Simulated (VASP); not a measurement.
Runs of VASP 6.6.1 on Ca3Lu. The structure is that of space group Pm-3m (No. 221), or close to it. The cells are those of the table. 

| task | level | cell | cutoff (eV) | gap on the mesh (eV) | pressure (GPa) | relaxed volume (Å³/atom) |
| --- | --- | --- | --- | --- | --- | --- |
| single point | PBE | a = 5.056 Å, 4 atoms | 520 | none | 5.0 | - |
| relaxation of cell and atoms | PBE+D4 | relaxed from a = 5.362 Å, 4 atoms | 600 | none | 0.0 | (a) |
| relaxation of cell and atoms | PBE | relaxed from a = 5.362 Å, 4 atoms | 600 | none | 0.0 | - |
| single point | PBE+D3(BJ) | a = 5.282 Å, 4 atoms | 520 | none | 0.0 | - |
| relaxation of cell and atoms | PBE | relaxed to 5 GPa from a = 5.362 Å, 4 atoms | 600 | none | 5.0 | - |
| relaxation of cell and atoms | PBE | relaxed to 20 GPa from a = 5.362 Å, 4 atoms | 600 | none | 19.9 | - |
| single point | PBE | a = 4.845 Å, 4 atoms | 520 | none | 10.1 | - |
| relaxation of cell and atoms | PBE | relaxed to 30 GPa from a = 5.362 Å, 4 atoms | 600 | none | 30.0 | - |
| single point | PBE | a = 5.362 Å, 4 atoms | 520 | none | 0.0 | - |
| relaxation of cell and atoms | PBE+D3(BJ) | relaxed from a = 5.362 Å, 4 atoms | 600 | none | 0.0 | 36.80 |
| single point | PBE | a = 5.218 Å, 4 atoms | 520 | none | 2.1 | - |
| single point | PBE+D4 | a = 5.330 Å, 4 atoms | 520 | none | 0.0 | - |

Alike in all rows: potentials or basis VASP PAW PBE potentials, release 64 (Lu, Ca_sv); no spin polarisation; k mesh 5 × 5 × 5; smearing fermi-dirac 0.05 eV.

**Question.** Fill in the values left out.

**Answer.** (a) 37.95.

Caveats: spin-orbit coupling is left out, which moves the levels of the heavy elements; the cell is relaxed towards a set pressure, so the run minimises the enthalpy, not the energy (at least some runs); the volume moved by over 15 % at a fixed basis, so the end points are rough (at least some runs); the cell stands under pressure (at least some runs); the relaxation stopped at its first step, so nothing moved (at least some runs); three body term missing (at least some runs).

A k mesh can miss the band edges, and the runs leave out spin-orbit coupling on Lu.

A gap of «none» marks levels without a gap at the run's occupations.
